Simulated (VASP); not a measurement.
# TiAl (Amm2) in VASP: a series of runs

The runs below take TiAl through single point, with PBEsol.

Program: VASP 6.6.1. These are calculated values, not measurements. Logs are shortened: lines on timing, memory, paths and dates and some standing lists are left out, and cuts for length are marked.

## Step 1: The cell of the first run

It takes space group Amm2 (No. 38, orthorhombic). Conventional cell: a = 4.620 Å, b = 2.848 Å, c = 4.933 Å, α = 90.00°, β = 90.00°, γ = 90.00°. Ti (site symmetry mm2) has 6 Al at 2.67 to 2.94 Å and 6 Ti at 2.85 Å within 3.5 Å. Within 3.5 Å of Al (site symmetry mm2) lie 6 Ti at 2.67 to 2.94 Å and 6 Al at 2.85 Å.

## Step 2: Single point, PBEsol (atoms displaced along a vibrational mode)

Input file INCAR:

```
PREC = Accurate
ENCUT = 520
EDIFF = 1E-7
ISMEAR = 0
SIGMA = 0.15
LREAL = F
LASPH = T
NELM = 80
ALGO = Fast
ISIF = 2
LWAVE = F
LCHARG = F
GGA = PS
NBANDS = 14
```

Input file KPOINTS:

```
regular mesh
0
Gamma
  24 24 14
```

Input file POSCAR:

```
TiAl
1.0
    2.8478212847      0.0000000000      0.0000000000
   -1.4239106423      2.4662855780      0.0000000000
    0.0000000000      0.0000000000      4.6199447394
Ti Al
1 1
Direct
    0.0228553110      0.0457106221      0.0000000000
    0.2927865285      0.5855730570      0.5000000000
```

Potentials or basis: VASP PAW PBE potentials, release 64 (Ti_sv, Al).

Started as:

```
> cat potpaw_PBE.64/Ti_sv/POTCAR potpaw_PBE.64/Al/POTCAR > POTCAR
> mpirun -np 1 vasp_std > vasp.out
```

OUTCAR:

```text
PREC = Accurate
   ENCUT = 520
   EDIFF = 1E-7
   ISMEAR = 0
   LREAL = F
   LASPH = T
   NELM = 80
   ISIF = 2
   GGA = PS

 ion  position               nearest neighbor table
   1  0.023  0.046  0.000-   2 2.67   2 2.67   2 2.94   2 2.94   2 2.94   2 2.94
   2  0.293  0.586  0.500-   1 2.67   1 2.67   1 2.94   1 2.94   1 2.94   1 2.94

  LATTYP: Found a hexagonal cell.
 ALAT       =     2.8478212847
 C/A-ratio  =     1.6222734075

  Lattice vectors:

 A1 = (   2.8478212847,   0.0000000000,   0.0000000000)
 A2 = (  -1.4239106423,   2.4662855780,   0.0000000000)
 A3 = (   0.0000000000,   0.0000000000,   4.6199447394)

Analysis of symmetry for initial positions (statically):
=====================================================================
 Subroutine PRICEL returns:
 Original cell was already a primitive cell.

 Routine SETGRP: Setting up the symmetry group for a
 hexagonal supercell.

 Subroutine GETGRP returns: Found  4 space group operations
 (whereof  4 operations were pure point group operations)
 out of a pool of 24 trial point group operations.

The static configuration has the point symmetry C_2v.

Analysis of symmetry for dynamics (positions and initial velocities):
=====================================================================
 Subroutine PRICEL returns:
 Original cell was already a primitive cell.

 Routine SETGRP: Setting up the symmetry group for a
 hexagonal supercell.

 Subroutine GETGRP returns: Found  4 space group operations
 (whereof  4 operations were pure point group operations)
 out of a pool of 24 trial point group operations.

The dynamic configuration has the point symmetry C_2v.

 Subroutine INISYM returns: Found  4 space group operations
 (whereof  4 operations are pure point group operations),
 and found     1 'primitive' translations

----------------------------------------------------------------------------------------

                                     Primitive cell

  volume of cell :      32.4484

  direct lattice vectors                    reciprocal lattice vectors
     2.847821285  0.000000000  0.000000000     0.351145630  0.202734024  0.000000000
    -1.423910642  2.466285578  0.000000000     0.000000000  0.405468048  0.000000000
     0.000000000  0.000000000  4.619944739     0.000000000  0.000000000  0.216452805

  length of vectors
     2.847821285  2.847821285  4.619944739     0.405468048  0.405468048  0.216452805

  position of ions in fractional coordinates (direct lattice)
     0.022855311  0.045710622  0.000000000
     0.292786529  0.585573057  0.500000000

  ion indices of the primitive-cell ions
   primitive index   ion index
                 1           1
                 2           2

----------------------------------------------------------------------------------------

 KPOINTS: regular mesh

Automatic generation of k-mesh.
 Grid dimensions read from file:
 generate k-points for:   24   24   14

 Generating k-lattice:

  Cartesian coordinates                     Fractional coordinates (reciprocal lattice)
     0.014631068  0.008447251  0.000000000     0.041666667 -0.000000000  0.000000000
     0.000000000  0.016894502  0.000000000     0.000000000  0.041666667  0.000000000
     0.000000000  0.000000000  0.015460915     0.000000000  0.000000000  0.071428571

  Length of vectors
     0.016894502  0.016894502  0.015460915

  Shift w.r.t. Gamma in fractional coordinates (k-lattice)
     0.000000000  0.000000000  0.000000000

 Subroutine IBZKPT returns following result:
 ===========================================

 Found   1256 irreducible k-points:

 Following reciprocal coordinates:
            Coordinates               Weight
  0.000000  0.000000  0.000000      1.000000
  0.041667  0.000000  0.000000      4.000000
  0.000000  0.041667  0.000000      2.000000
  0.083333 -0.000000  0.000000      4.000000
  0.000000  0.083333  0.000000      2.000000
  0.125000 -0.000000  0.000000      4.000000
[... 16 lines left out ...]
  0.000000  0.458333  0.000000      2.000000
  0.500000 -0.000000  0.000000      2.000000
 [... further k-points ...]
   k-points           NKPTS =   1256   k-points in BZ     NKDIM =   1256   number of bands    NBANDS=     14
   number of dos      NEDOS =    301   number of ions     NIONS =      2
   total plane-waves  NPLWV =  20736
   dimension x,y,z NGX =    24 NGY =   24 NGZ =   36
   dimension x,y,z NGXF=    48 NGYF=   48 NGZF=   72
   ions per type =               1   1
   NGX,Y,Z   is equivalent  to a cutoff of  14.01, 14.01, 12.95 a.u.
   NGXF,Y,Z  is equivalent  to a cutoff of  28.02, 28.02, 25.91 a.u.
 SYSTEM =  unknown system
   PREC   = accura    normal or accurate (medium, high low for compatibility)
   ISTART =      0    job   : 0-new  1-cont  2-samecut
   ICHARG =      2    charge: 1-file 2-atom 10-const
   ISPIN  =      1    spin polarized calculation?
   LNONCOLLINEAR =      F non collinear calculations
   LSORBIT =      F    spin-orbit coupling
   LASPH  =      T    aspherical Exc in radial PAW
   ENCUT  =  520.0 eV  38.22 Ry    6.18 a.u.   5.30  5.30  8.59*2*pi/ulx,y,z
   NELM   =     80;   NELMIN=  2; NELMDL= -5     # of ELM steps
   EDIFF  = 0.1E-06   stopping-criterion for ELM
   LREAL  =      F    real-space projection
   EDIFFG = 0.1E-05   stopping-criterion for IOM
   NSW    =      0    number of steps for IOM
   IBRION =     -1    ionic relax: 0-MD 1-quasi-New 2-CG
   NFREE  =      0    steps in history (QN), initial steepest desc. (CG)
   ISIF   =      2    stress and relaxation
   ISYM   =      2    0-nonsym 1-usesym 2-fastsym
   POTIM  = 0.5000    time-step for ionic-motion
   TEBEG  =    0.0;   TEEND  =   0.0 temperature during run
   PSTRESS=    0.0 pullay stress
   NELECT =      15.0000    total number of electrons
   NUPDOWN=      -1.0000    fix difference up-down
   EMIN   =  10.00;   EMAX   =-10.00  energy-range for DOS
   EFERMI =   0.00;   METHOD = LEGACY
   ISMEAR =     0;   SIGMA  =   0.15  broadening in eV -4-tet -1-fermi 0-gaus
   EFERMI_NEDOS =   21; number of points for ismear=-14 and -15
   IALGO  =     68    algorithm
   IMIX   =      4    mixing-type and parameters
     AMIX     =   0.40;   BMIX     =  1.00
     AMIX_MAG =   1.60;   BMIX_MAG =  1.00
  volume/ion in A,a.u.               =      16.22       109.49
  Fermi-wavevector in a.u.,A,eV,Ry     =   1.265827  2.392066 21.800854  1.602318
  Thomas-Fermi vector in A             =   2.399060
   LORBIT       =      0    0 simple, 1 ext, 2 COOP (PROOUT), +10 PAW based schemes
   GGA     = PS    functional components
   LHFCALC =     F    Hartree Fock is set to
   AEXX    =    0.0000 exact exchange contribution
   IVDW    =     0    specifies the selected vdW correction
   LEPSILON=     F    determine dielectric tensor
   LRPA    =     F    only Hartree local field effects (RPA)
 non-spin polarized calculation
 RMM-DIIS sequential band-by-band and
 Gauss-broadening in eV      SIGMA  =   0.15
  energy-cutoff  :      520.00
  volume of cell :       32.45
 maximum number of plane-waves:       888
 NGX is ok and might be reduce to    24
   NGX = 11   NGY = 11   NGZ = 17

 number of electron      15.0000004 magnetization

 Free energy of the ion-electron system (eV)
  ---------------------------------------------------
  ext. energy  EPLUGINS =         0.00000000
  ---------------------------------------------------
  free energy    TOTEN  =       -12.82015624 eV

  energy without entropy =      -12.79192087  energy(sigma->0) =      -12.80603855

 E-fermi :   8.0318     XC(G=0): -11.1410

 val. band max:        8.0314728212   @ k =   0.3750   0.3333   0.4286
 cond. band min:       8.0322918429   @ k =  -0.2500  -0.3750   0.2857
 fundamental gap:      0.0008190217
 Fermi energy:         8.0317619851

 k-point     1 :       0.0000    0.0000    0.0000
  band No.  band energies     occupation
      1     -48.1817      2.00000
      2     -24.6117      2.00000
      3     -24.1765      2.00000
      4     -24.1545      2.00000
      5      -0.9989      2.00000
      6       5.7341      2.00000
      7       6.2530      2.00000
      8       9.3375      0.00000
      9       9.3630      0.00000
     10      10.8227      0.00000
     11      10.9249      0.00000
     12      12.0697      0.00000
     13      21.0686      0.00000
     14      21.1859      0.00000

 k-point     2 :       0.0417    0.0000    0.0000
  band No.  band energies     occupation
      1     -48.1799      2.00000
      2     -24.6099      2.00000
      3     -24.1858      2.00000
      4     -24.1586      2.00000
      5      -0.9551      2.00000
      6       5.7825      2.00000
      7       6.2583      2.00000
      8       9.2984      0.00000
      9       9.3945      0.00000
     10      10.8102      0.00000
     11      10.9333      0.00000
     12      12.0778      0.00000
     13      20.2201      0.00000
     14      20.5978      0.00000

 k-point     3 :       0.0000    0.0417    0.0000
  band No.  band energies     occupation
      1     -48.1799      2.00000
      2     -24.6099      2.00000
      3     -24.1790      2.00000
      4     -24.1655      2.00000
      5      -0.9549      2.00000
      6       5.7824      2.00000
      7       6.2545      2.00000
      8       9.3190      0.00000
      9       9.3740      0.00000
     10      10.8365      0.00000
     11      10.9119      0.00000
     12      12.0815      0.00000
     13      20.1980      0.00000
     14      20.5646      0.00000
[... 324 lines left out ...]
 k-point    23 :       0.0000    0.4583    0.0000
  band No.  band energies     occupation
      1     -48.0781      2.00000
      2     -24.7695      2.00000
      3     -24.5093      2.00000
      4     -24.3172      2.00000
      5       3.8016      2.00000
      6       5.7410      2.00000
      7       6.3076      2.00000
      8       7.0260      2.00000
      9      10.2256      0.00000
     10      12.0516      0.00000
     11      12.1309      0.00000
     12      12.5375      0.00000
     13      13.4909      0.00000
     14      16.0235      0.00000

 k-point    24 :       0.5000   -0.0000    0.0000
  band No.  band energies     occupation
      1     -48.0765      2.00000
      2     -24.7930      2.00000
      3     -24.5088      2.00000
      4     -24.3029      2.00000
      5       4.2645      2.00000
      6       5.1721      2.00000
      7       6.5520      2.00000
      8       7.0280      2.00000
      9      10.1478      0.00000
     10      12.0981      0.00000
     11      12.1167      0.00000
     12      12.3204      0.00000
     13      13.5122      0.00000
     14      16.1907      0.00000

 [... further k-points ...]
[... 5 lines left out ...]
  --------------------------------------------------------------------------------------
  -------------------------------------------------------------------------------------
  Total       -0.9404183      0.8317019      0.7055540      0.0000000      0.0000000      0.0000000
  in kB      -46.4342856     41.0662847     34.8375800      0.0000000      0.0000000      0.0000000
  external PRESSURE =       9.8231930 kB  Pullay stress =       0.0000000 kB

 VOLUME and BASIS-vectors are now :
 -----------------------------------------------------------------------------
  energy-cutoff  :      520.00
  volume of cell :       32.45
      direct lattice vectors                 reciprocal lattice vectors
     2.847821285  0.000000000  0.000000000     0.351145630  0.202734024  0.000000000
    -1.423910642  2.466285578  0.000000000     0.000000000  0.405468048  0.000000000
     0.000000000  0.000000000  4.619944739     0.000000000  0.000000000  0.216452805

 POSITION                                       TOTAL-FORCE (eV/Angst)
 -----------------------------------------------------------------------------------
     -0.00000      0.11274      0.00000        -0.000000     -0.862607      0.000000
      0.00000      1.44419      2.30997         0.000000      0.862607      0.000000
 -----------------------------------------------------------------------------------
    total drift:                                0.000000     -0.000028     -0.000000

  FREE ENERGIE OF THE ION-ELECTRON SYSTEM (eV)
  ---------------------------------------------------
  free  energy   TOTEN  =       -12.8201562373 eV

  energy  without entropy=      -12.7919208665  energy(sigma->0) =      -12.80603855
```

Wall time 25 min (1 thread of AMD EPYC 7R43 (Zen 3), shared host); peak memory 0.61 GiB.

What came out:

| Quantity | Value |
| --- | --- |
| Free energy | -12.8202 eV |
| Pressure | 1.0 GPa |
| Largest force | 0.863 eV/Å |
| Band gap on the k mesh | zero (an odd number of electrons rules out a gap without spin polarisation) |

Forces in eV/Å, atoms in the order of the input:
```
Ti   0.000 -0.863  0.000
Al   0.000  0.863  0.000
```

Caveat: the cell differs from its parent crystal (atoms displaced along a vibrational mode); the PAW data sets were made with another functional, which shifts forces and pressure a little.

## Step 3: Single point, PBEsol (atoms displaced along a vibrational mode)

Edit INCAR of step 2 so:

```diff
@@ -11,4 +11,6 @@
 LWAVE = F
-LCHARG = F
+LCHARG = T
 GGA = PS
+LELF = T
+LVHAR = T
 NBANDS = 14
```

KPOINTS is that of step 2.

Input file POSCAR:

```
TiAl
1.0
    2.8478212847      0.0000000000      0.0000000000
   -1.4239106423      2.4662855780      0.0000000000
    0.0000000000      0.0000000000      4.6199447394
Ti Al
1 1
Direct
   -0.0171414833     -0.0342829666      0.0000000000
    0.3637434370      0.7274868739      0.5000000000
```

Potentials or basis: VASP PAW PBE potentials, release 64 (Ti_sv, Al).

Started as:

```
> cat potpaw_PBE.64/Ti_sv/POTCAR potpaw_PBE.64/Al/POTCAR > POTCAR
> mpirun -np 1 vasp_std > vasp.out
```

OUTCAR:

```text
PREC = Accurate
   ENCUT = 520
   EDIFF = 1E-7
   ISMEAR = 0
   LREAL = F
   LASPH = T
   NELM = 80
   ISIF = 2
   GGA = PS

 ion  position               nearest neighbor table
   1  0.983  0.966  0.000-   2 2.78   2 2.78   2 2.78   2 2.78   2 2.98   2 2.98
   2  0.364  0.727  0.500-   1 2.78   1 2.78   1 2.78   1 2.78   1 2.98   1 2.98

  LATTYP: Found a hexagonal cell.
 ALAT       =     2.8478212847
 C/A-ratio  =     1.6222734075

  Lattice vectors:

[... 586 lines left out ...]
      7       6.3783      2.00000
      8       7.0026      2.00000
      9      10.1986      0.00000
     10      12.1129      0.00000
     11      12.2107      0.00000
     12      12.4417      0.00000
     13      13.5650      0.00000
     14      16.1039      0.00000

 [... further k-points ...]
[... 5 lines left out ...]
  --------------------------------------------------------------------------------------
  -------------------------------------------------------------------------------------
  Total        0.8039331     -0.8070237      0.2342967     -0.0000000      0.0000000      0.0000000
  in kB       39.6951674    -39.8477658     11.5686826     -0.0000000      0.0000000      0.0000000
  external PRESSURE =       3.8053614 kB  Pullay stress =       0.0000000 kB

 VOLUME and BASIS-vectors are now :
 -----------------------------------------------------------------------------
  energy-cutoff  :      520.00
  volume of cell :       32.45
      direct lattice vectors                 reciprocal lattice vectors
     2.847821285  0.000000000  0.000000000     0.351145630  0.202734024  0.000000000
    -1.423910642  2.466285578  0.000000000     0.000000000  0.405468048  0.000000000
     0.000000000  0.000000000  4.619944739     0.000000000  0.000000000  0.216452805

 POSITION                                       TOTAL-FORCE (eV/Angst)
 -----------------------------------------------------------------------------------
      1.42391      2.38173      0.00000         0.000000      0.340099      0.000000
      0.00000      1.79419      2.30997        -0.000000     -0.340099      0.000000
 -----------------------------------------------------------------------------------
    total drift:                               -0.000000      0.000115     -0.000000

  FREE ENERGIE OF THE ION-ELECTRON SYSTEM (eV)
  ---------------------------------------------------
  free  energy   TOTEN  =       -12.9002364404 eV

  energy  without entropy=      -12.8715661255  energy(sigma->0) =      -12.88590128
```

Run time: 25 min. Hardware: 1 thread of AMD EPYC 7R43 (Zen 3), shared host; peak memory 0.61 GiB.

Results:

```
Free energy            : -12.9002 eV
Pressure               : 0.4 GPa
Largest force          : 0.340 eV/Å
Band gap on the k mesh : zero (an odd number of electrons rules out a gap without spin polarisation)
```

Forces in eV/Å, atoms in the order of the input:
```
Ti   0.000  0.340  0.000
Al   0.000 -0.340  0.000
```

Stress tensor (GPa, compression positive):
```
 3.97  0.00  0.00
 0.00 -3.98  0.00
 0.00  0.00  1.16
```

Levels at points of the mesh, in eV from the Fermi level:
| k point | band 6 | band 7 | band 8 | band 9 | band 10 | band 11 |
| --- | --- | --- | --- | --- | --- | --- |
| (0.00, 0.00, 0.00) | -2.31 | -1.78 | 1.30 | 1.33 | 2.78 | 2.89 |
| (0.50, 0.00, 0.00) | -2.79 | -1.66 | -1.03 | 2.16 | 4.08 | 4.18 |
| (0.00, 0.50, 0.00) | -2.89 | -1.41 | -0.99 | 2.10 | 3.89 | 4.08 |
| (0.00, 0.00, 0.50) | -5.32 | -0.44 | 1.31 | 1.34 | 2.71 | 2.80 |
| (0.50, 0.00, 0.50) | -2.46 | -1.79 | 0.49 | 0.94 | 1.95 | 3.14 |
| (0.00, 0.50, 0.50) | -2.27 | -1.99 | 0.70 | 1.01 | 1.89 | 2.91 |

Caveat: the cell differs from its parent crystal (atoms displaced along a vibrational mode); the PAW data sets were made with another functional, which shifts forces and pressure a little.

(Part 1 of 2 ends here.)
